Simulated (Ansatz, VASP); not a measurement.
**Li2ZnO2: VASP beside Ansatz**

```
Li Zn O
1.0
     3.24867    0.00000    0.00000
    -1.62434    2.81343    0.00000
     0.00000    0.00000    5.71490
Li Zn O
2 1 2
Direct
  0.66667 0.33333 0.71152
  0.33333 0.66667 0.28848
  0.00000 0.00000 0.00000
  0.66667 0.33333 0.37439
  0.33333 0.66667 0.62561
```

Change from the starting cell: species swapped into the Nd2SeO2 type (P-3m1, No. 164).

Alike in both runs: task single point; functional PBE; k mesh 6 × 6 × 4; occupations gaussian, width 0.1 eV; no spin polarisation.

|  | VASP | Ansatz |
| --- | --- | --- |
| version | VASP 6.6.1 | Ansatz 0.2.0 |
| potentials or method | VASP PAW PBE potentials, release 64 (Li_sv, Zn, O), cutoff 520 eV | scalar-relativistic, plane waves, PAW |
| valence electrons in the cell | 30 | 30 |

```csv
,VASP,Ansatz,Ansatz less VASP
gap on the k mesh at the Fermi level (eV),none,none,-
rms of the force components (eV/Å),1.610,1.618,+0.0077
```

Atom by atom the forces differ by 0.008 eV/Å (rms over components). A gap of «none» marks a metal or a gap that the smearing closes.

The k mesh is coarse, so the values compare programs but aren't converged. Noted on VASP's run: the cutoff is short for stress, so the pressure is rough.
